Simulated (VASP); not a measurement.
Set up this calculation in VASP 6.6.1, as the native input.

```
Task                   : single point
Functional             : r2SCAN
Potentials or basis    : VASP PAW PBE potentials, release 64 (Al, N)
Cutoff                 : 520 eV
k mesh                 : 12 × 12 × 6
Occupations            : gaussian, width 0.01 eV
Spin                   : no spin polarisation
Dipole correction      : no
Further INCAR settings : ALGO = Normal; EDIFF = 1e-07; NBANDS = 16
```

The system is AlN.

```
CELL_PARAMETERS angstrom
3.10669 0.00000 0.00000
-1.55335 2.69048 0.00000
0.00000 0.00000 4.97859
ATOMIC_POSITIONS crystal
Al 0.33333 0.66667 0.99920
Al 0.66667 0.33333 0.49920
N 0.33333 0.66667 0.38080
N 0.66667 0.33333 0.88080
```

These files were run (other wordings do the same):

POSCAR

```
AlN
1.0
    3.1066945029      0.0000000000      0.0000000000
   -1.5533472514      2.6904763613      0.0000000000
    0.0000000000      0.0000000000      4.9785885515
Al N
2 2
Direct
    0.3333333333      0.6666666667     -0.0007956040
    0.6666666667      0.3333333333      0.4992043960
    0.3333333333      0.6666666667      0.3807956040
    0.6666666667      0.3333333333      0.8807956040
```

INCAR.step1

```
ALGO = Normal
EDIFF = 1E-4
ENCUT = 520
GGA = PE
ISMEAR = 0
LASPH = T
LCHARG = F
LREAL = F
LWAVE = T
NBANDS = 16
NELM = 60
PREC = Accurate
SIGMA = 0.01
```

INCAR.step2

```
ALGO = Normal
EDIFF = 1E-7
ENCUT = 520
ISIF = 2
ISMEAR = 0
ISTART = 1
LASPH = T
LCHARG = F
LMIXTAU = T
LREAL = F
LWAVE = F
METAGGA = R2SCAN
NBANDS = 16
NELM = 60
PREC = Accurate
SIGMA = 0.01
```

KPOINTS

```
k-points
0
Gamma
  12 12 6
```

Potentials or basis: VASP PAW PBE potentials, release 64 (Al, N).

The run is started by

```sh
$ cat potpaw_PBE.64/Al/POTCAR potpaw_PBE.64/N/POTCAR > POTCAR
$ cp INCAR.step1 INCAR
$ mpirun -np 1 vasp_std > vasp.out
$ cp INCAR.step2 INCAR
$ mpirun -np 1 vasp_std > vasp.out
```

It gave:

```yaml
Pressure: -0.4 GPa
Largest_force: 0.003 eV/Å
Band_gap_on_the_k_mesh: 4.92 eV, direct
```

Caveat: the PAW data sets were made with another functional, which shifts forces and pressure a little.

It took 64 s on 1 thread of Intel(R) Xeon(R) 6975P-C (Granite Rapids), on a shared host, peak memory 0.19 GiB.
